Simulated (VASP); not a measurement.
## GaGe3: single point with LDA

Crystal: GaGe3.

```
Ge Ga
1.0
     4.19113    0.00000    0.00000
     0.00000    4.19113    0.00000
     0.00000    0.00000    4.19113
Ge Ga
3 1
Direct
  0.50000 0.50000 0.00000
  0.50000 0.00000 0.50000
  0.00000 0.50000 0.50000
  0.00000 0.00000 0.00000
```

```json
{
  "Program": "VASP 6.6.1",
  "Task": "single point",
  "Functional": "LDA",
  "Potentials or basis": "VASP PAW LDA potentials, release 64 (Ge_d, Ga_d)",
  "Cutoff": "520 eV",
  "k mesh": "6 × 6 × 6",
  "Occupations": "fermi-dirac, width 0.05 eV",
  "Spin": "no spin polarisation",
  "Dipole correction": "no",
  "Further INCAR settings": "ALGO = Normal; EDIFF = 1e-07; NBANDS = 36"
}
```

The pressure is -1.4 GPa.

Levels at points of the mesh, in eV from the Fermi level:
```
           k point  band 25  band 26  band 27  band 28  band 29  band 30  band 31  band 32
(0.00, 0.00, 0.00)    -4.04    -4.04    -3.37     2.68     2.68     2.68     3.62     3.62
(0.50, 0.00, 0.00)    -2.07    -2.07    -1.47    -1.47    -0.10     0.13     4.71     4.86
(0.50, 0.50, 0.00)    -0.70    -0.14    -0.14    -0.01     0.20     0.20     0.74     1.55
(0.50, 0.50, 0.50)    -5.40    -5.21    -5.21    -5.21     6.93     6.93     7.00     7.00
```

Wall time 29 s on 1 thread of Intel(R) Xeon(R) Platinum 8259CL CPU @ 2.50GHz (Skylake/Cascade Lake), on a shared host, peak memory 0.18 GiB.
